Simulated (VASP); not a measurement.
# ZnAu in VASP: settings compared

ZnAu is run at these levels: PBE, PBE+D4, r2SCAN; tasks: single point.

All numbers are computed with VASP 6.6.1; they aren't measurements. Logs are shortened: lines on timing, memory, paths and dates and some standing lists are left out, and cuts for length are marked.

### Step 1. The cell of the first run

The structure is tetragonal, space group P4mm (No. 99). The conventional cell has a = 3.150 Å, b = 3.150 Å, c = 3.150 Å, α = 90.00°, β = 90.00°, γ = 90.00°. Zn (site symmetry 4mm) has 8 Au at 2.70 to 2.76 Å and 6 Zn at 3.15 Å within 3.6 Å. Au (site symmetry 4mm) has 8 Zn at 2.70 to 2.76 Å and 6 Au at 3.15 Å within 3.6 Å.

### Step 2. Single point, PBE

File INCAR:

```
SYSTEM = ZnAu
PREC = Accurate
ENCUT = 520
EDIFF = 1E-6
ISMEAR = 0
SIGMA = 0.1
LREAL = .False.
LASPH = .True.
NELM = 100
ALGO = Normal
ISIF = 2
LWAVE = .False.
LCHARG = .False.
GGA = PE
NBANDS = 18
```

File KPOINTS:

```
regular mesh
0
Gamma
  3 3 3
  0 0 0
```

File POSCAR:

```
ZnAu
1.0
    3.1500525100      0.0000000000      0.0000000000
    0.0000000000      3.1500525100      0.0000000000
    0.0000000000      0.0000000000      3.1500525100
Zn Au
1 1
Direct
    0.5000000000      0.5000000000      0.5000000000
    0.0000000000      0.0158727513      0.0000000000
```

Potentials or basis: VASP PAW PBE potentials, release 64 (Zn, Au).

Launch:

```
cat potpaw_PBE.64/Zn/POTCAR potpaw_PBE.64/Au/POTCAR > POTCAR
mpirun -np 1 vasp_std > vasp.out
```

OUTCAR:

```text
SYSTEM = ZnAu
   PREC = Accurate
   ENCUT = 520
   EDIFF = 1E-6
   ISMEAR = 0
   LREAL = .False.
   LASPH = .True.
   NELM = 100
   ISIF = 2
   GGA = PE

 ion  position               nearest neighbor table
   1  0.500  0.500  0.500-   2 2.70   2 2.70   2 2.70   2 2.70   2 2.76   2 2.76   2 2.76   2 2.76

   2  0.000  0.016  0.000-   1 2.70   1 2.70   1 2.70   1 2.70   1 2.76   1 2.76   1 2.76   1 2.76

  LATTYP: Found a simple cubic cell.
 ALAT       =     3.1500525100

  Lattice vectors:

 A1 = (   3.1500525100,   0.0000000000,   0.0000000000)
 A2 = (   0.0000000000,   3.1500525100,   0.0000000000)
 A3 = (   0.0000000000,   0.0000000000,   3.1500525100)

Analysis of symmetry for initial positions (statically):
=====================================================================
 Subroutine PRICEL returns:
 Original cell was already a primitive cell.

 Routine SETGRP: Setting up the symmetry group for a
 simple cubic supercell.

 Subroutine GETGRP returns: Found  8 space group operations
 (whereof  8 operations were pure point group operations)
 out of a pool of 48 trial point group operations.

The static configuration has the point symmetry C_4v.

Analysis of symmetry for dynamics (positions and initial velocities):
=====================================================================
 Subroutine PRICEL returns:
 Original cell was already a primitive cell.

 Routine SETGRP: Setting up the symmetry group for a
 simple cubic supercell.

 Subroutine GETGRP returns: Found  8 space group operations
 (whereof  8 operations were pure point group operations)
 out of a pool of 48 trial point group operations.

The dynamic configuration has the point symmetry C_4v.

 Subroutine INISYM returns: Found  8 space group operations
 (whereof  8 operations are pure point group operations),
 and found     1 'primitive' translations

----------------------------------------------------------------------------------------

                                     Primitive cell

  volume of cell :      31.2574

  direct lattice vectors                    reciprocal lattice vectors
     3.150052510  0.000000000  0.000000000     0.317455026  0.000000000  0.000000000
     0.000000000  3.150052510  0.000000000     0.000000000  0.317455026  0.000000000
     0.000000000  0.000000000  3.150052510     0.000000000  0.000000000  0.317455026

  length of vectors
     3.150052510  3.150052510  3.150052510     0.317455026  0.317455026  0.317455026

  position of ions in fractional coordinates (direct lattice)
     0.500000000  0.500000000  0.500000000
     0.000000000  0.015872751  0.000000000

  ion indices of the primitive-cell ions
   primitive index   ion index
                 1           1
                 2           2

----------------------------------------------------------------------------------------

 KPOINTS: regular mesh

Automatic generation of k-mesh.
 Grid dimensions read from file:
 generate k-points for:    3    3    3

 Generating k-lattice:

  Cartesian coordinates                     Fractional coordinates (reciprocal lattice)
     0.105818342  0.000000000  0.000000000     0.333333333  0.000000000  0.000000000
     0.000000000  0.105818342  0.000000000     0.000000000  0.333333333  0.000000000
     0.000000000  0.000000000  0.105818342     0.000000000  0.000000000  0.333333333

  Length of vectors
     0.105818342  0.105818342  0.105818342

  Shift w.r.t. Gamma in fractional coordinates (k-lattice)
     0.000000000  0.000000000  0.000000000

 Subroutine IBZKPT returns following result:
 ===========================================

 Found      6 irreducible k-points:

 Following reciprocal coordinates:
            Coordinates               Weight
  0.000000  0.000000  0.000000      1.000000
  0.333333  0.000000  0.000000      4.000000
  0.000000  0.333333  0.000000      2.000000
  0.333333  0.333333  0.000000      8.000000
  0.333333  0.000000  0.333333      4.000000
  0.333333  0.333333  0.333333      8.000000
   k-points           NKPTS =      6   k-points in BZ     NKDIM =      6   number of bands    NBANDS=     18
   number of dos      NEDOS =    301   number of ions     NIONS =      2
   total plane-waves  NPLWV =  13824
   dimension x,y,z NGX =    24 NGY =   24 NGZ =   24
   dimension x,y,z NGXF=    48 NGYF=   48 NGZF=   48
   ions per type =               1   1
   NGX,Y,Z   is equivalent  to a cutoff of  12.67, 12.67, 12.67 a.u.
   NGXF,Y,Z  is equivalent  to a cutoff of  25.33, 25.33, 25.33 a.u.
 SYSTEM =  ZnAu
   PREC   = accura    normal or accurate (medium, high low for compatibility)
   ISTART =      0    job   : 0-new  1-cont  2-samecut
   ICHARG =      2    charge: 1-file 2-atom 10-const
   ISPIN  =      1    spin polarized calculation?
   LNONCOLLINEAR =      F non collinear calculations
   LSORBIT =      F    spin-orbit coupling
   LASPH  =      T    aspherical Exc in radial PAW
   ENCUT  =  520.0 eV  38.22 Ry    6.18 a.u.   5.86  5.86  5.86*2*pi/ulx,y,z
   NELM   =    100;   NELMIN=  2; NELMDL= -5     # of ELM steps
   EDIFF  = 0.1E-05   stopping-criterion for ELM
   LREAL  =      F    real-space projection
   EDIFFG = 0.1E-04   stopping-criterion for IOM
   NSW    =      0    number of steps for IOM
   IBRION =     -1    ionic relax: 0-MD 1-quasi-New 2-CG
   NFREE  =      0    steps in history (QN), initial steepest desc. (CG)
   ISIF   =      2    stress and relaxation
   ISYM   =      2    0-nonsym 1-usesym 2-fastsym
   POTIM  = 0.5000    time-step for ionic-motion
   TEBEG  =    0.0;   TEEND  =   0.0 temperature during run
   PSTRESS=    0.0 pullay stress
   NELECT =      23.0000    total number of electrons
   NUPDOWN=      -1.0000    fix difference up-down
   EMIN   =  10.00;   EMAX   =-10.00  energy-range for DOS
   EFERMI =   0.00;   METHOD = LEGACY
   ISMEAR =     0;   SIGMA  =   0.10  broadening in eV -4-tet -1-fermi 0-gaus
   EFERMI_NEDOS =   21; number of points for ismear=-14 and -15
   IALGO  =     38    algorithm
   IMIX   =      4    mixing-type and parameters
     AMIX     =   0.40;   BMIX     =  1.00
     AMIX_MAG =   1.60;   BMIX_MAG =  1.00
  volume/ion in A,a.u.               =      15.63       105.47
  Fermi-wavevector in a.u.,A,eV,Ry     =   1.477972  2.792963 29.720598  2.184402
  Thomas-Fermi vector in A             =   2.592311
   LORBIT       =      0    0 simple, 1 ext, 2 COOP (PROOUT), +10 PAW based schemes
   GGA     = PE    functional components
   LHFCALC =     F    Hartree Fock is set to
   AEXX    =    0.0000 exact exchange contribution
   IVDW    =     0    specifies the selected vdW correction
   LEPSILON=     F    determine dielectric tensor
   LRPA    =     F    only Hartree local field effects (RPA)
 non-spin polarized calculation
 Gauss-broadening in eV      SIGMA  =   0.10
  energy-cutoff  :      520.00
  volume of cell :       31.26
 maximum number of plane-waves:       848
 NGX is ok and might be reduce to    24
   NGX = 11   NGY = 11   NGZ = 11

 number of electron      23.0000002 magnetization

 Free energy of the ion-electron system (eV)
  ---------------------------------------------------
  ext. energy  EPLUGINS =         0.00000000
  ---------------------------------------------------
  free energy    TOTEN  =        -4.49263272 eV

  energy without entropy =       -4.46879894  energy(sigma->0) =       -4.48071583

 E-fermi :   7.2258     XC(G=0): -12.3719

 val. band max:        7.2036435852   @ k =   0.3333   0.0000   0.3333
 cond. band min:       8.8624375214   @ k =   0.3333   0.3333   0.0000
 fundamental gap:      1.6587939361
 Fermi energy:         7.2258332388

 k-point     1 :       0.0000    0.0000    0.0000
  band No.  band energies     occupation
      1      -3.5369      2.00000
      2      -1.0523      2.00000
      3      -1.0474      2.00000
      4      -0.3534      2.00000
      5      -0.3501      2.00000
      6      -0.3501      2.00000
[... 10 lines left out ...]
     17      19.1578      0.00000
     18      25.3515      0.00000

 k-point     2 :       0.3333    0.0000    0.0000
  band No.  band energies     occupation
      1      -1.7439      2.00000
      2      -0.7055      2.00000
      3      -0.6438      2.00000
      4      -0.3574      2.00000
      5      -0.3549      2.00000
      6      -0.2308      2.00000
[... 10 lines left out ...]
     17      21.6001      0.00000
     18      21.7043      0.00000

 k-point     3 :       0.0000    0.3333    0.0000
  band No.  band energies     occupation
      1      -1.7472      2.00000
      2      -0.7061      2.00000
      3      -0.6416      2.00000
      4      -0.3544      2.00000
      5      -0.3544      2.00000
      6      -0.2316      2.00000
[... 10 lines left out ...]
     17      21.6008      0.00000
     18      21.6970      0.00000

 k-point     4 :       0.3333    0.3333    0.0000
  band No.  band energies     occupation
      1      -1.2264      2.00000
      2      -0.8821      2.00000
      3      -0.6013      2.00000
      4      -0.4451      2.00000
      5      -0.2573      2.00000
      6       0.3809      2.00000
[... 10 lines left out ...]
     17      21.0161      0.00000
     18      21.4900      0.00000

 k-point     5 :       0.3333    0.0000    0.3333
  band No.  band energies     occupation
      1      -1.2255      2.00000
      2      -0.8783      2.00000
      3      -0.5987      2.00000
      4      -0.4439      2.00000
      5      -0.2568      2.00000
      6       0.3768      2.00000
[... 10 lines left out ...]
     17      21.0202      0.00000
     18      21.5040      0.00000

 k-point     6 :       0.3333    0.3333    0.3333
  band No.  band energies     occupation
      1      -0.7997      2.00000
      2      -0.6161      2.00000
      3      -0.6143      2.00000
      4      -0.2977      2.00000
      5      -0.2976      2.00000
      6       0.2338      2.00000
[... 10 lines left out ...]
     17      15.9728      0.00000
     18      20.3448      0.00000

------------------------ aborting loop because EDIFF is reached ----------------------------------------

  FORCE on cell =-STRESS in cart. coord.  units (eV):
  Direction    XX          YY          ZZ          XY          YZ          ZX
  --------------------------------------------------------------------------------------
  -------------------------------------------------------------------------------------
  Total        0.4964045      0.4796151      0.4964045      0.0000000      0.0000000      0.0000000
  in kB       25.4444403     24.5838578     25.4444403      0.0000000      0.0000000      0.0000000
  external PRESSURE =      25.1575795 kB  Pullay stress =       0.0000000 kB

 VOLUME and BASIS-vectors are now :
 -----------------------------------------------------------------------------
  energy-cutoff  :      520.00
  volume of cell :       31.26
      direct lattice vectors                 reciprocal lattice vectors
     3.150052510  0.000000000  0.000000000     0.317455026  0.000000000  0.000000000
     0.000000000  3.150052510  0.000000000     0.000000000  0.317455026  0.000000000
     0.000000000  0.000000000  3.150052510     0.000000000  0.000000000  0.317455026

 POSITION                                       TOTAL-FORCE (eV/Angst)
 -----------------------------------------------------------------------------------
      1.57503      1.57503      1.57503        -0.000000      0.205877      0.000000
      0.00000      0.05000      0.00000         0.000000     -0.205877     -0.000000
 -----------------------------------------------------------------------------------
    total drift:                                0.000000      0.000352      0.000000

  FREE ENERGIE OF THE ION-ELECTRON SYSTEM (eV)
  ---------------------------------------------------
  free  energy   TOTEN  =        -4.4926327183 eV

  energy  without entropy=       -4.4687989440  energy(sigma->0) =       -4.48071583
```

Run time: 3.5 s. Hardware: 1 thread of AMD EPYC 7R13 (Zen 3), shared host; peak memory 0.11 GiB.

Results:

```yaml
Free_energy: -4.4926 eV
Pressure: 2.5 GPa
Largest_force: 0.206 eV/Å
Band_gap_on_the_k_mesh: zero (an odd number of electrons rules out a gap without spin polarisation)
```

Forces in eV/Å, atoms in the order of the input:
```
Zn   0.000  0.206  0.000
Au   0.000 -0.206  0.000
```

Stress tensor (GPa, compression positive):
```
2.54 0.00 0.00
0.00 2.46 0.00
0.00 0.00 2.54
```

Caveat: the k points lie up to 0.66 Å⁻¹ apart, too coarse for converged energies and pressures of a metal; spin-orbit coupling is left out, which moves the levels of the heavy elements.

### Step 3. Single point, PBE

File INCAR:

```
PREC = Accurate
ENCUT = 520
EDIFF = 1E-6
ISMEAR = 1
SIGMA = 0.062
LREAL = False
LASPH = True
NELM = 80
ALGO = Fast
ISIF = 2
LWAVE = False
LCHARG = True
GGA = PE
LELF = True
LVHAR = True
NBANDS = 18
```

File KPOINTS:

```
regular mesh
0
Gamma
  4 4 4
```

Edit POSCAR of step 2 so:

```diff
@@ -9,2 +9,2 @@
     0.5000000000      0.5000000000      0.5000000000
-    0.0000000000      0.0158727513      0.0000000000
+    0.0000000000      0.0000000000      0.0000000000
```

Potentials or basis: VASP PAW PBE potentials, release 64 (Zn, Au).

Launch:

```
cat potpaw_PBE.64/Zn/POTCAR potpaw_PBE.64/Au/POTCAR > POTCAR
mpirun -np 1 vasp_std > vasp.out
```

Wall time 5.7 s (1 thread of AMD EPYC 7R13 (Zen 3), shared host); peak memory 0.11 GiB.

Results (log left out):

| Quantity | Value |
| --- | --- |
| Free energy | -4.6915 eV |
| Pressure | 4.4 GPa |
| Band gap on the k mesh | zero (an odd number of electrons rules out a gap without spin polarisation) |

Levels at points of the mesh, in eV from the Fermi level:
| k point | band 7 | band 8 | band 9 | band 10 | band 11 | band 12 | band 13 | band 14 | band 15 | band 16 |
| --- | --- | --- | --- | --- | --- | --- | --- | --- | --- | --- |
| (0.00, 0.00, 0.00) | -5.96 | -5.96 | -4.27 | -4.27 | -4.27 | 4.47 | 4.47 | 4.47 | 8.29 | 11.58 |
| (0.50, 0.00, 0.00) | -6.31 | -5.97 | -5.44 | -5.44 | -4.43 | -2.91 | 9.89 | 10.60 | 10.60 | 10.66 |
| (0.50, 0.50, 0.00) | -5.59 | -4.62 | -4.62 | -3.69 | -2.50 | -2.50 | 0.30 | 1.96 | 9.86 | 12.14 |
| (0.50, 0.50, 0.50) | -6.95 | -6.95 | -3.64 | -3.64 | 0.87 | 3.04 | 3.22 | 3.22 | 3.22 | 5.36 |

Caveat: the k points lie up to 0.50 Å⁻¹ apart, too coarse for converged energies and pressures of a metal; spin-orbit coupling is left out, which moves the levels of the heavy elements.

### Step 4. Single point, PBE

File INCAR:

```
ALGO = Normal
EDIFF = 1E-6
ENCUT = 520
GGA = PE
ISIF = 2
ISMEAR = 1
LASPH = T
LCHARG = F
LREAL = F
LWAVE = F
NBANDS = 18
NELM = 60
PREC = Accurate
SIGMA = 0.0037
```

File KPOINTS:

```
k-points
0
Gamma
  6 6 6
```

POSCAR is that of step 3.

Launch:

```
cat potpaw_PBE.64/Zn/POTCAR potpaw_PBE.64/Au/POTCAR > POTCAR
mpirun -np 1 vasp_std > vasp.out
```

Run time: 6.6 s. Hardware: 1 thread of AMD EPYC 7R13 (Zen 3), shared host; peak memory 0.11 GiB.

The run converged. Its results:

| Property | Result |
| --- | --- |
| Free energy | -4.6814 eV |
| Pressure | 5.0 GPa |
| Band gap on the k mesh | zero (an odd number of electrons rules out a gap without spin polarisation) |

Levels at points of the mesh, in eV from the Fermi level:
| k point | band 9 | band 10 | band 11 | band 12 | band 13 | band 14 |
| --- | --- | --- | --- | --- | --- | --- |
| (0.00, 0.00, 0.00) | -3.90 | -3.90 | -3.90 | 4.84 | 4.84 | 4.84 |
| (0.50, 0.00, 0.00) | -5.07 | -5.07 | -4.06 | -2.54 | 10.27 | 10.97 |
| (0.50, 0.50, 0.00) | -4.24 | -3.32 | -2.12 | -2.12 | 0.68 | 2.33 |
| (0.50, 0.50, 0.50) | -3.27 | -3.27 | 1.25 | 3.42 | 3.60 | 3.60 |

Caveat: the cell stands under pressure; spin-orbit coupling is left out, which moves the levels of the heavy elements.

[end of part 1 of 2]
